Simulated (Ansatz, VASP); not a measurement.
Two plane-wave programs on Sb

INCAR

```
PREC = Accurate
ENCUT = 520
EDIFF = 1E-7
ISMEAR = 0
SIGMA = 0.1
LREAL = False
LASPH = True
NELM = 80
ALGO = Normal
ISIF = 2
LWAVE = False
LCHARG = False
GGA = PS
NBANDS = 8
```

KPOINTS

```
Automatic mesh
0
Gamma
  14 14 14
```

Contents of POSCAR:

```
Sb
1.0
    3.0958520000      0.0000000000      0.0000000000
    0.0000000000      3.0958520000      0.0000000000
    0.0000000000      0.0000000000      3.0958520000
Sb
1
Direct
    0.0000000000      0.0000000000      0.0000000000
```

Input for Ansatz:

```yaml
crystal:
  lattice:
    - [3.095852, 0.0, 0.0]
    - [0.0, 3.095852, 0.0]
    - [0.0, 0.0, 3.095852]
  atoms:
    - { symbol: Sb, position: [0.0, 0.0, 0.0] }
basis:
  ecutwfc: 420
kpoints:
  mp_grid: { grid: [14, 14, 14] }
hamiltonian:
  xc: pbesol
scf:
  occupations: { method: gaussian, width: 0.1 }
output:
  forces: true
  stress: true
  eigenvalues: true
```

Alike in both runs: task single point; functional PBEsol; k mesh 14 × 14 × 14; occupations gaussian, width 0.1 eV; no spin polarisation.

|  | VASP | Ansatz |
| --- | --- | --- |
| version | VASP 6.6.1 | Ansatz 0.2.0 |
| potentials or method | VASP PAW PBE potentials, release 64 (Sb), cutoff 520 eV | scalar-relativistic, plane waves, PAW |
| valence electrons in the cell | 5 | 15 |

Ansatz gave:

```
gap on the k mesh at the Fermi level (eV) : none
pressure (GPa)                            : -1.9
```

Question: Which values does VASP return?

Answer: gap on the k mesh at the Fermi level (eV): none; pressure (GPa): -1.8.

VASP's potentials were made for PBE, not for PBEsol. A gap of «none» marks a metal or a gap that the smearing closes. VASP's potentials hold 5 valence electrons a cell and Ansatz's 15, so a difference there can come from the potentials and not from the codes.

Neither program's run includes spin-orbit coupling.
